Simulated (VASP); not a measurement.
# Al5H (P6/mmm) in VASP: notebook

Al5H is run at these levels: PBE; tasks: single point, relaxation of cell and atoms.

Everything below comes from runs of VASP 6.6.1. Logs are shortened: lines on timing, memory, paths and dates and some standing lists are left out, and cuts for length are marked.

## (1) The cell of the first run

It takes space group P6/mmm (No. 191, hexagonal). Conventional cell: a = 5.044 Å, b = 5.044 Å, c = 4.027 Å, α = 90.00°, β = 90.00°, γ = 120.00°. Within 3.3 Å of Al (site symmetry mmm) lie 8 Al at 2.48 to 2.52 Å and 4 H at 3.23 Å. Within 3.3 Å of Al (site symmetry -6m2) lie 9 Al at 2.48 to 2.91 Å and 3 H at 2.91 Å. H (site symmetry 6/mmm) has 18 Al at 2.91 to 3.23 Å within 3.8 Å.

## (2) Single point, PBE

INCAR

```
SYSTEM = Al5H
ALGO = Normal
EDIFF = 1E-7
ENCUT = 520
GGA = PE
ISIF = 2
ISMEAR = 0
LASPH = .True.
LCHARG = .False.
LREAL = .False.
LWAVE = .False.
NBANDS = 17
NELM = 80
PREC = Accurate
SIGMA = 0.1
```

KPOINTS

```
k-points
0
Gamma
  6 6 4
  0 0 0
```

POSCAR

```
Al5H
1.0
    5.0441601800      0.0000000000      0.0000000000
   -2.5220800900      4.3683708500      0.0000000000
    0.0000000000      0.0000000000      4.0269099200
Al H
5 1
Direct
    0.0000000000      0.5000000000      0.5000000000
    0.3333333300      0.6666666700      0.0000000000
    0.6666666700      0.3333333300      0.0000000000
    0.5000000000      0.0000000000      0.5000000000
    0.5000000000      0.5000000000      0.5000000000
    0.0000000000      0.0000000000      0.0000000000
```

Potentials or basis: VASP PAW PBE potentials, release 64 (Al, H).

Started as:

```
> cat potpaw_PBE.64/Al/POTCAR potpaw_PBE.64/H/POTCAR > POTCAR
> mpirun -np 1 vasp_std > vasp.out
```

OUTCAR:

```text
SYSTEM = Al5H
   EDIFF = 1E-7
   ENCUT = 520
   GGA = PE
   ISIF = 2
   ISMEAR = 0
   LASPH = .True.
   LREAL = .False.
   NELM = 80
   PREC = Accurate

 ion  position               nearest neighbor table
   1  0.000  0.500  0.500-   2 2.48   3 2.48   2 2.48   3 2.48   4 2.52   4 2.52   5 2.52   5 2.52

   2  0.333  0.667  0.000-   4 2.48   4 2.48   1 2.48   1 2.48   5 2.48   5 2.48   3 2.91   3 2.91
                             3 2.91
   3  0.667  0.333  0.000-   4 2.48   4 2.48   1 2.48   1 2.48   5 2.48   5 2.48   2 2.91   2 2.91
                             2 2.91
   4  0.500  0.000  0.500-   2 2.48   3 2.48   2 2.48   3 2.48   1 2.52   5 2.52   5 2.52   1 2.52

   5  0.500  0.500  0.500-   2 2.48   3 2.48   2 2.48   3 2.48   4 2.52   4 2.52   1 2.52   1 2.52

   6  0.000  0.000  0.000-

  LATTYP: Found a hexagonal cell.
 ALAT       =     5.0441601800
 C/A-ratio  =     0.7983310950

  Lattice vectors:

 A1 = (   5.0441601800,   0.0000000000,   0.0000000000)
 A2 = (  -2.5220800900,   4.3683708500,   0.0000000000)
 A3 = (   0.0000000000,   0.0000000000,   4.0269099200)

Analysis of symmetry for initial positions (statically):
=====================================================================
 Subroutine PRICEL returns:
 Original cell was already a primitive cell.

 Routine SETGRP: Setting up the symmetry group for a
 hexagonal supercell.

 Subroutine GETGRP returns: Found 24 space group operations
 (whereof 24 operations were pure point group operations)
 out of a pool of 24 trial point group operations.

The static configuration has the point symmetry D_6h.

Analysis of symmetry for dynamics (positions and initial velocities):
=====================================================================
 Subroutine PRICEL returns:
 Original cell was already a primitive cell.

 Routine SETGRP: Setting up the symmetry group for a
 hexagonal supercell.

 Subroutine GETGRP returns: Found 24 space group operations
 (whereof 24 operations were pure point group operations)
 out of a pool of 24 trial point group operations.

The dynamic configuration has the point symmetry D_6h.

 Subroutine INISYM returns: Found 24 space group operations
 (whereof 24 operations are pure point group operations),
 and found     1 'primitive' translations

----------------------------------------------------------------------------------------

                                     Primitive cell

  volume of cell :      88.7320

  direct lattice vectors                    reciprocal lattice vectors
     5.044160180  0.000000000  0.000000000     0.198249057  0.114459147  0.000000000
    -2.522080090  4.368370850  0.000000000     0.000000000  0.228918293  0.000000000
     0.000000000  0.000000000  4.026909920     0.000000000  0.000000000  0.248329369

  length of vectors
     5.044160180  5.044160174  4.026909920     0.228918293  0.228918293  0.248329369

  position of ions in fractional coordinates (direct lattice)
     1.000000000  0.500000000  0.500000000
     0.333333330  0.666666670  0.000000000
     0.666666670  0.333333330  0.000000000
     0.500000000  0.000000000  0.500000000
     0.500000000  0.500000000  0.500000000
     0.000000000  0.000000000  0.000000000

  ion indices of the primitive-cell ions
   primitive index   ion index
                 1           1
                 2           2
                 3           3
                 4           4
                 5           5
                 6           6

----------------------------------------------------------------------------------------

 KPOINTS: k-points

Automatic generation of k-mesh.
 Grid dimensions read from file:
 generate k-points for:    6    6    4

 Generating k-lattice:

  Cartesian coordinates                     Fractional coordinates (reciprocal lattice)
     0.033041510  0.019076524  0.000000000     0.166666667 -0.000000000  0.000000000
     0.000000000  0.038153049  0.000000000     0.000000000  0.166666667  0.000000000
     0.000000000  0.000000000  0.062082342     0.000000000  0.000000000  0.250000000

  Length of vectors
     0.038153049  0.038153049  0.062082342

  Shift w.r.t. Gamma in fractional coordinates (k-lattice)
     0.000000000  0.000000000  0.000000000

 Subroutine IBZKPT returns following result:
 ===========================================

 Found     21 irreducible k-points:

 Following reciprocal coordinates:
            Coordinates               Weight
  0.000000  0.000000  0.000000      1.000000
  0.166667 -0.000000  0.000000      6.000000
  0.333333 -0.000000  0.000000      6.000000
  0.500000 -0.000000  0.000000      3.000000
  0.166667  0.166667  0.000000      6.000000
  0.333333  0.166667  0.000000     12.000000
[... 13 lines left out ...]
  0.333333  0.166667  0.500000     12.000000
  0.333333  0.333333  0.500000      2.000000
   k-points           NKPTS =     21   k-points in BZ     NKDIM =     21   number of bands    NBANDS=     17
   number of dos      NEDOS =    301   number of ions     NIONS =      6
   total plane-waves  NPLWV =  48000
   dimension x,y,z NGX =    40 NGY =   40 NGZ =   30
   dimension x,y,z NGXF=    80 NGYF=   80 NGZF=   60
   ions per type =               5   1
   NGX,Y,Z   is equivalent  to a cutoff of  13.18, 13.18, 12.39 a.u.
   NGXF,Y,Z  is equivalent  to a cutoff of  26.37, 26.37, 24.77 a.u.
 SYSTEM =  Al5H
   PREC   = accura    normal or accurate (medium, high low for compatibility)
   ISTART =      0    job   : 0-new  1-cont  2-samecut
   ICHARG =      2    charge: 1-file 2-atom 10-const
   ISPIN  =      1    spin polarized calculation?
   LNONCOLLINEAR =      F non collinear calculations
   LSORBIT =      F    spin-orbit coupling
   LASPH  =      T    aspherical Exc in radial PAW
   ENCUT  =  520.0 eV  38.22 Ry    6.18 a.u.   9.38  9.38  7.49*2*pi/ulx,y,z
   NELM   =     80;   NELMIN=  2; NELMDL= -5     # of ELM steps
   EDIFF  = 0.1E-06   stopping-criterion for ELM
   LREAL  =      F    real-space projection
   EDIFFG = 0.1E-05   stopping-criterion for IOM
   NSW    =      0    number of steps for IOM
   IBRION =     -1    ionic relax: 0-MD 1-quasi-New 2-CG
   NFREE  =      0    steps in history (QN), initial steepest desc. (CG)
   ISIF   =      2    stress and relaxation
   ISYM   =      2    0-nonsym 1-usesym 2-fastsym
   POTIM  = 0.5000    time-step for ionic-motion
   TEBEG  =    0.0;   TEEND  =   0.0 temperature during run
   PSTRESS=    0.0 pullay stress
   NELECT =      16.0000    total number of electrons
   NUPDOWN=      -1.0000    fix difference up-down
   EMIN   =  10.00;   EMAX   =-10.00  energy-range for DOS
   EFERMI =   0.00;   METHOD = LEGACY
   ISMEAR =     0;   SIGMA  =   0.10  broadening in eV -4-tet -1-fermi 0-gaus
   EFERMI_NEDOS =   21; number of points for ismear=-14 and -15
   IALGO  =     38    algorithm
   IMIX   =      4    mixing-type and parameters
     AMIX     =   0.40;   BMIX     =  1.00
     AMIX_MAG =   1.60;   BMIX_MAG =  1.00
  volume/ion in A,a.u.               =      14.79        99.80
  Fermi-wavevector in a.u.,A,eV,Ry     =   0.924886  1.747781 11.638608  0.855414
  Thomas-Fermi vector in A             =   2.050680
   LORBIT       =      0    0 simple, 1 ext, 2 COOP (PROOUT), +10 PAW based schemes
   GGA     = PE    functional components
   LHFCALC =     F    Hartree Fock is set to
   AEXX    =    0.0000 exact exchange contribution
   IVDW    =     0    specifies the selected vdW correction
   LEPSILON=     F    determine dielectric tensor
   LRPA    =     F    only Hartree local field effects (RPA)
 non-spin polarized calculation
 Gauss-broadening in eV      SIGMA  =   0.10
  energy-cutoff  :      520.00
  volume of cell :       88.73
 maximum number of plane-waves:      2421
 NGX is ok and might be reduce to    40
   NGX = 19   NGY = 19   NGZ = 15

 number of electron      16.0000000 magnetization

 Free energy of the ion-electron system (eV)
  ---------------------------------------------------
  ext. energy  EPLUGINS =         0.00000000
  ---------------------------------------------------
  free energy    TOTEN  =       -17.34334672 eV

  energy without entropy =      -17.33543526  energy(sigma->0) =      -17.33939099

 E-fermi :   6.5861     XC(G=0):  -9.8496

 val. band max:        6.5009228943   @ k =   0.3333  -0.0000   0.2500
 cond. band min:       6.6050385801   @ k =   0.3333   0.1667   0.0000
 fundamental gap:      0.1041156858
 Fermi energy:         6.5860793417

 k-point     1 :       0.0000    0.0000    0.0000
  band No.  band energies     occupation
      1      -4.5306      2.00000
      2       0.7377      2.00000
      3       2.7969      2.00000
      4       2.7969      2.00000
      5       3.4280      2.00000
      6       4.4470      2.00000
[... 9 lines left out ...]
     16      12.2756      0.00000
     17      13.2864      0.00000

 k-point     2 :       0.1667   -0.0000    0.0000
  band No.  band energies     occupation
      1      -4.3478      2.00000
      2      -0.1005      2.00000
      3       2.4363      2.00000
      4       2.9365      2.00000
      5       3.5797      2.00000
      6       4.2514      2.00000
[... 9 lines left out ...]
     16      13.2906      0.00000
     17      13.2990      0.00000

 k-point     3 :       0.3333   -0.0000    0.0000
  band No.  band energies     occupation
      1      -3.8299      2.00000
      2      -1.4001      2.00000
      3       1.9847      2.00000
      4       2.4018      2.00000
      5       4.0049      2.00000
      6       5.4113      2.00000
[... 332 lines left out ...]
 k-point    20 :       0.3333    0.1667    0.5000
  band No.  band energies     occupation
      1      -1.6949      2.00000
      2      -0.5160      2.00000
      3      -0.4496      2.00000
      4       0.8062      2.00000
      5       2.9394      2.00000
      6       3.0409      2.00000
[... 9 lines left out ...]
     16      13.8190      0.00000
     17      14.1563      0.00000

 k-point    21 :       0.3333    0.3333    0.5000
  band No.  band energies     occupation
      1      -1.0946      2.00000
      2      -1.0946      2.00000
      3       0.1624      2.00000
      4       0.1624      2.00000
      5       2.3641      2.00000
      6       2.5947      2.00000
[... 9 lines left out ...]
     16      14.2543      0.00000
     17      14.2543      0.00000

------------------------ aborting loop because EDIFF is reached ----------------------------------------

  FORCE on cell =-STRESS in cart. coord.  units (eV):
  Direction    XX          YY          ZZ          XY          YZ          ZX
  --------------------------------------------------------------------------------------
  -------------------------------------------------------------------------------------
  Total        8.4654146      8.4654146     20.7494246      0.0000000     -0.0000000      0.0000000
  in kB      152.8546071    152.8546066    374.6591606      0.0000000     -0.0000000      0.0000000
  external PRESSURE =     226.7894581 kB  Pullay stress =       0.0000000 kB

 VOLUME and BASIS-vectors are now :
 -----------------------------------------------------------------------------
  energy-cutoff  :      520.00
  volume of cell :       88.73
      direct lattice vectors                 reciprocal lattice vectors
     5.044160180  0.000000000  0.000000000     0.198249057  0.114459147  0.000000000
    -2.522080090  4.368370850  0.000000000     0.000000000  0.228918293  0.000000000
     0.000000000  0.000000000  4.026909920     0.000000000  0.000000000  0.248329369

 POSITION                                       TOTAL-FORCE (eV/Angst)
 -----------------------------------------------------------------------------------
     -1.26104      2.18419      2.01345        -0.000000      0.000000      0.000000
     -0.00000      2.91225      0.00000         0.000000      0.000000      0.000000
      2.52208      1.45612      0.00000        -0.000000     -0.000000     -0.000000
      2.52208      0.00000      2.01345        -0.000000      0.000000      0.000000
      1.26104      2.18419      2.01345        -0.000000      0.000000      0.000000
      0.00000      0.00000      0.00000        -0.000000      0.000000      0.000000
 -----------------------------------------------------------------------------------
    total drift:                               -0.000000     -0.000000     -0.000000

  FREE ENERGIE OF THE ION-ELECTRON SYSTEM (eV)
  ---------------------------------------------------
  free  energy   TOTEN  =       -17.3433467247 eV

  energy  without entropy=      -17.3354352645  energy(sigma->0) =      -17.33939099
```

It took 14 s on 1 thread of Intel Xeon 6975P-C (Granite Rapids), shared host; peak memory 0.2 GiB.

Results:

```yaml
Free_energy: -17.3433 eV
Pressure: 22.7 GPa
Band_gap_on_the_k_mesh: zero (band 8 reaches 7.15 eV, above the bottom of band 9 at 6.10 eV)
```

Stress tensor (GPa, compression positive):
```
15.29  0.00  0.00
 0.00 15.29  0.00
 0.00  0.00 37.47
```

Levels at points of the mesh, in eV from the Fermi level:
```
           k point  band 6  band 7  band 8  band 9  band 10  band 11
(0.00, 0.00, 0.00)   -2.14   -1.78   -1.78   -0.43     1.45     3.42
(0.50, 0.00, 0.00)   -1.11   -0.41    0.56    0.75     2.00     2.33
(0.00, 0.00, 0.50)   -1.94   -1.34   -1.34   -0.48    -0.40    -0.40
(0.50, 0.00, 0.50)   -2.63   -2.39   -2.14    2.77     2.87     3.21
```

Caveat: the k points lie up to 0.39 Å⁻¹ apart.

## (3) Single point, PBE

This run uses another cell than the first one, of 18.44 Å³/atom, 1.247 times its volume.

INCAR

```
PREC = Accurate
ENCUT = 520
EDIFF = 1E-6
ISMEAR = 0
SIGMA = 0.1
LREAL = False
LASPH = True
NELM = 100
ALGO = Normal
ISIF = 2
LWAVE = False
LCHARG = False
GGA = PE
NBANDS = 17
```

KPOINTS

```
Automatic mesh
0
Gamma
  6 6 4
```

POSCAR

```
Al5H
1.0
    5.2566569980      0.0000000000      0.0000000000
   -2.6283284990      4.5523984993      0.0000000000
    0.0000000000      0.0000000000      4.6238681524
Al H
5 1
Direct
    0.0000000000      0.5000000000      0.5000000000
    0.3333333333      0.6666666667      0.0000000000
    0.6666666667      0.3333333333      0.0000000000
    0.5000000000      0.0000000000      0.5000000000
    0.5000000000      0.5000000000      0.5000000000
    0.0000000000      0.0000000000      0.0000000000
```

Potentials or basis: VASP PAW PBE potentials, release 64 (Al, H).

Started as:

```
> cat potpaw_PBE.64/Al/POTCAR potpaw_PBE.64/H/POTCAR > POTCAR
> mpirun -np 1 vasp_std > vasp.out
```

It took 22 s on 1 thread of Intel Xeon 6975P-C (Granite Rapids), shared host; peak memory 0.22 GiB.

It converged, with:

```yaml
Free_energy: -18.8792 eV
Pressure: 0.0 GPa
Band_gap_on_the_k_mesh: zero (band 8 reaches 5.31 eV, above the bottom of band 9 at 4.10 eV)
```

Stress tensor (GPa, compression positive):
```
 0.01  0.00  0.00
 0.00  0.01  0.00
 0.00  0.00 -0.10
```

Levels at points of the mesh, in eV from the Fermi level:
```csv
k point,band 5,band 6,band 7,band 8,band 9,band 10,band 11,band 12
"(0.00, 0.00, 0.00)",-3.11,-2.84,-1.18,-1.18,-0.59,1.17,2.81,2.81
"(0.50, 0.00, 0.00)",-2.44,-1.48,-1.40,-0.62,0.57,2.16,2.19,2.23
"(0.00, 0.00, 0.50)",-1.49,-1.49,-1.44,-1.44,-0.44,-0.33,-0.33,1.70
"(0.50, 0.00, 0.50)",-2.64,-2.06,-2.06,-1.83,2.66,2.89,3.10,4.50
```

(Continued in part 2 of 3.)
